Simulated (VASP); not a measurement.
# TiH2 (I4/mmm) in VASP: further runs, part 2 of 2

VASP 6.6.1. The steps go on from the part before.

## Step 4: Single point, PBEsol (uniaxial strain along c: -1.5 %, then relaxed in part)

Input file INCAR:

```
SYSTEM = TiH2
ALGO = Normal
EDIFF = 1E-7
ENCUT = 520
GGA = PS
ISIF = 2
ISMEAR = 0
LASPH = .TRUE.
LCHARG = .FALSE.
LREAL = .FALSE.
LWAVE = .FALSE.
NBANDS = 23
NELM = 100
PREC = Accurate
SIGMA = 0.1
```

Input file KPOINTS:

```
k-points
0
G
  12 12 8
  0 0 0
```

Input file POSCAR:

```
TiH2
1.0
    3.1938525210      0.0000000000      0.0000000000
    0.0000000000      3.1938525210      0.0000000000
    0.0000000000      0.0000000000      4.0774284268
Ti H
2 4
Direct
    0.0000000000      0.0000000000      0.0000000000
    0.5000000000      0.5000000000      0.5000000000
    0.5000000000      0.0000000000      0.2500000000
    0.0000000000      0.5000000000      0.2500000000
    0.0000000000      0.5000000000      0.7500000000
    0.5000000000      0.0000000000      0.7500000000
```

Run with:

```console
cat potpaw_PBE.64/Ti_sv/POTCAR potpaw_PBE.64/H/POTCAR > POTCAR
mpirun -np 1 vasp_std > vasp.out
```

It took 1.9 min on 1 thread of Intel Xeon Platinum 8259CL at 2.50GHz (Skylake/Cascade Lake), shared host; peak memory 0.23 GiB.

It converged, with:

```
Free energy            : -33.2866 eV
Pressure               : 0.3 GPa
Band gap on the k mesh : zero (band 14 reaches 8.48 eV, above the bottom of band 15 at 7.70 eV)
```

Stress tensor (GPa, compression positive):
```
0.01 0.00 0.00
0.00 0.01 0.00
0.00 0.00 1.01
```

Levels at points of the mesh, in eV from the Fermi level:
```
           k point  band 12  band 13  band 14  band 15  band 16  band 17
(0.00, 0.00, 0.00)    -3.08    -0.41    -0.41     0.08     0.88     1.18
(0.50, 0.00, 0.00)    -4.51    -0.99    -0.99     0.64     0.64     1.05
(0.50, 0.50, 0.00)    -5.62    -3.20    -3.20     2.24     2.24     2.47
(0.00, 0.00, 0.50)    -4.75     0.43     0.43     0.52     0.52     0.52
(0.50, 0.00, 0.50)    -5.12    -0.56    -0.56     0.27     0.27     2.22
(0.50, 0.50, 0.50)    -5.71    -2.07    -2.07     1.37     1.37     2.25
```

Caveat: the cell differs from its parent crystal (uniaxial strain along c: -1.5 %, then relaxed in part); the PAW data sets were made with another functional, which shifts forces and pressure a little.

## Step 5: Single point, PBEsol (uniaxial strain along c: -1.5 %)

Input file INCAR:

```
SYSTEM = TiH2
ALGO = Normal ; EDIFF = 1E-7
ENCUT = 520 ; GGA = PS
ISIF = 2 ; ISMEAR = 0
LASPH = .True. ; LCHARG = .False.
LREAL = .False. ; LWAVE = .False.
NBANDS = 23 ; NELM = 100
PREC = Accurate ; SIGMA = 0.1
```

Input file KPOINTS:

```
k-points
0
Gamma
  12 12 8
  0 0 0
```

POSCAR, as its differences from that of step 4:

```diff
@@ -2,4 +2,4 @@
 1.0
-    3.1938525210      0.0000000000      0.0000000000
-    0.0000000000      3.1938525210      0.0000000000
+    3.1881297245      0.0000000000      0.0000000000
+    0.0000000000      3.1881297245      0.0000000000
     0.0000000000      0.0000000000      4.0774284268
```

Run with:

```console
cat potpaw_PBE.64/Ti_sv/POTCAR potpaw_PBE.64/H/POTCAR > POTCAR
mpirun -np 1 vasp_std > vasp.out
```

It took 98 s on 1 thread of Intel Xeon Platinum 8259CL at 2.50GHz (Skylake/Cascade Lake), shared host; peak memory 0.23 GiB.

It converged, with:

```
Free energy            : -33.2860 eV
Pressure               : 0.9 GPa
Band gap on the k mesh : zero (band 14 reaches 8.50 eV, above the bottom of band 15 at 7.73 eV)
```

Stress tensor (GPa, compression positive):
```
0.66 0.00 0.00
0.00 0.66 0.00
0.00 0.00 1.45
```

Levels at points of the mesh, in eV from the Fermi level:
```csv
k point,band 11,band 12,band 13,band 14,band 15,band 16,band 17,band 18
"(0.00, 0.00, 0.00)",-4.16,-3.09,-0.41,-0.41,0.08,0.88,1.19,1.89
"(0.50, 0.00, 0.00)",-4.53,-4.53,-1.00,-1.00,0.64,0.64,1.05,1.05
"(0.50, 0.50, 0.00)",-5.61,-5.61,-3.22,-3.22,2.25,2.25,2.48,2.48
"(0.00, 0.00, 0.50)",-4.76,-4.76,0.42,0.42,0.53,0.53,0.53,0.53
"(0.50, 0.00, 0.50)",-5.12,-5.12,-0.56,-0.56,0.26,0.26,2.24,2.24
"(0.50, 0.50, 0.50)",-5.72,-5.72,-2.08,-2.08,1.37,1.37,2.26,2.26
```

Caveat: the cell differs from its parent crystal (uniaxial strain along c: -1.5 %); the PAW data sets were made with another functional, which shifts forces and pressure a little.

## Step 6: Single point, PBEsol

This run uses another cell than the first one, of 6.96 Å³/atom, 1.010 times its volume.

Input file INCAR:

```
SYSTEM = TiH2
  PREC = Accurate
  ENCUT = 520
  EDIFF = 1E-6
  ISMEAR = 0
  SIGMA = 0.1
  LREAL = .False.
  LASPH = .True.
  NELM = 80
  ALGO = Normal
  ISIF = 2
  LWAVE = .False.
  LCHARG = .False.
  GGA = PS
  NBANDS = 23
```

Input file KPOINTS:

```
Automatic mesh
0
Gamma
  12 12 8
  0 0 0
```

POSCAR, as its differences from that of step 5:

```diff
@@ -2,5 +2,5 @@
 1.0
-    3.1881297245      0.0000000000      0.0000000000
-    0.0000000000      3.1881297245      0.0000000000
-    0.0000000000      0.0000000000      4.0774284268
+    3.1762189034      0.0000000000      0.0000000000
+    0.0000000000      3.1762189034      0.0000000000
+    0.0000000000      0.0000000000      4.1395212489
 Ti H
```

Potentials or basis: VASP PAW PBE potentials, release 64 (Ti_sv, H).

Run with:

```console
cat potpaw_PBE.64/Ti_sv/POTCAR potpaw_PBE.64/H/POTCAR > POTCAR
mpirun -np 1 vasp_std > vasp.out
```

OUTCAR:

```text
SYSTEM = TiH2
   PREC = Accurate
   ENCUT = 520
   EDIFF = 1E-6
   ISMEAR = 0
   LREAL = .False.
   LASPH = .True.
   NELM = 80
   ISIF = 2
   GGA = PS

 ion  position               nearest neighbor table
   1  0.000  0.000  0.000-   3 1.90   4 1.90   5 1.90   6 1.90   4 1.90   5 1.90   3 1.90   6 1.90

   2  0.500  0.500  0.500-   3 1.90   4 1.90   5 1.90   6 1.90   3 1.90   6 1.90   4 1.90   5 1.90

   3  0.500  0.000  0.250-   1 1.90   2 1.90   2 1.90   1 1.90
   4  0.000  0.500  0.250-   1 1.90   2 1.90   1 1.90   2 1.90
[... 850 lines left out ...]
  -------------------------------------------------------------------------------------
  Total        0.0179363      0.0179363     -0.0506169      0.0000000      0.0000000     -0.0000000
  in kB        0.6881322      0.6881322     -1.9419383      0.0000000      0.0000000     -0.0000000
  external PRESSURE =      -0.1885579 kB  Pullay stress =       0.0000000 kB

 VOLUME and BASIS-vectors are now :
 -----------------------------------------------------------------------------
  energy-cutoff  :      520.00
  volume of cell :       41.76
      direct lattice vectors                 reciprocal lattice vectors
     3.176218903  0.000000000  0.000000000     0.314839761  0.000000000  0.000000000
     0.000000000  3.176218903  0.000000000     0.000000000  0.314839761  0.000000000
     0.000000000  0.000000000  4.139521249     0.000000000  0.000000000  0.241573829

 POSITION                                       TOTAL-FORCE (eV/Angst)
 -----------------------------------------------------------------------------------
      0.00000      0.00000      0.00000         0.000000      0.000000     -0.000000
      1.58811      1.58811      2.06976        -0.000000     -0.000000     -0.000000
      1.58811      0.00000      1.03488         0.000000      0.000000     -0.000000
      0.00000      1.58811      1.03488         0.000000      0.000000      0.000000
      0.00000      1.58811      3.10464         0.000000      0.000000      0.000000
      1.58811      0.00000      3.10464         0.000000      0.000000     -0.000000
 -----------------------------------------------------------------------------------
    total drift:                                0.000000      0.000000     -0.000000

  FREE ENERGIE OF THE ION-ELECTRON SYSTEM (eV)
  ---------------------------------------------------
  free  energy   TOTEN  =       -33.2880861689 eV

  energy  without entropy=      -33.2781841288  energy(sigma->0) =      -33.28313515
```

OSZICAR:

```text
N       E                     dE             d eps       ncg     rms          rms(c)
DAV:   1     0.291670156723E+03    0.29167E+03   -0.13942E+04  6440   0.145E+03
DAV:   2    -0.108797090319E+02   -0.30255E+03   -0.29334E+03  6553   0.430E+02
DAV:   3    -0.371585637961E+02   -0.26279E+02   -0.25956E+02 11414   0.116E+02
DAV:   4    -0.382436469123E+02   -0.10851E+01   -0.10825E+01  8260   0.201E+01
DAV:   5    -0.382807646407E+02   -0.37118E-01   -0.37116E-01  9175   0.299E+00    0.206E+01
DAV:   6    -0.334119511409E+02    0.48688E+01   -0.13009E+01  7827   0.378E+01    0.423E+00
DAV:   7    -0.332968341691E+02    0.11512E+00   -0.16112E+00  9602   0.685E+00    0.230E+00
DAV:   8    -0.332852389043E+02    0.11595E-01   -0.11597E-01  8166   0.361E+00    0.126E+00
DAV:   9    -0.332883245170E+02   -0.30856E-02   -0.24707E-02  9027   0.112E+00    0.242E-01
DAV:  10    -0.332880341171E+02    0.29040E-03   -0.34704E-03  7827   0.581E-01    0.101E-01
DAV:  11    -0.332880874751E+02   -0.53358E-04   -0.19128E-04  8212   0.136E-01    0.110E-02
DAV:  12    -0.332880867159E+02    0.75920E-06   -0.13966E-05  8880   0.278E-02    0.654E-03
DAV:  13    -0.332880861689E+02    0.54700E-06   -0.89752E-07  5368   0.943E-03
   1 F= -.33288086E+02 E0= -.33283135E+02  d E =-.990204E-02
```

It used 180 s of CPU time on 1 thread of AMD EPYC 7R13 Processor (Zen 3) (shared host).

Results:

| Property | Result |
| --- | --- |
| Free energy | -33.2881 eV |
| Pressure | 0.0 GPa |
| Band gap on the k mesh | zero (band 14 reaches 8.31 eV, above the bottom of band 15 at 7.67 eV) |

Stress tensor (GPa, compression positive):
```
 0.07  0.00  0.00
 0.00  0.07  0.00
 0.00  0.00 -0.19
```

Caveat: the PAW data sets were made with another functional, which shifts forces and pressure a little.

## Step 7: Summary

| cell | gap on the mesh (eV) | pressure (GPa) |
| --- | --- | --- |
| a = 3.209, b = 3.209, c = 4.015 Å, 6 atoms | none | 0.9 |
| a = 3.200, b = 3.200, c = 4.015 Å, 6 atoms | none | 1.9 |
| a = 3.194, b = 3.194, c = 4.077 Å, 6 atoms | none | 0.3 |
| a = 3.188, b = 3.188, c = 4.077 Å, 6 atoms | none | 0.9 |
| a = 3.176, b = 3.176, c = 4.140 Å, 6 atoms | none | 0.0 |

Alike in all rows: task single point; level PBEsol; potentials or basis VASP PAW PBE potentials, release 64 (Ti_sv, H); no spin polarisation; k mesh 12 × 12 × 8; cutoff (eV) 520; smearing gaussian 0.1 eV.

Caveats: the PAW data sets were made with another functional, which shifts forces and pressure a little.

Absolute energies hang on the potentials; compare differences alone.
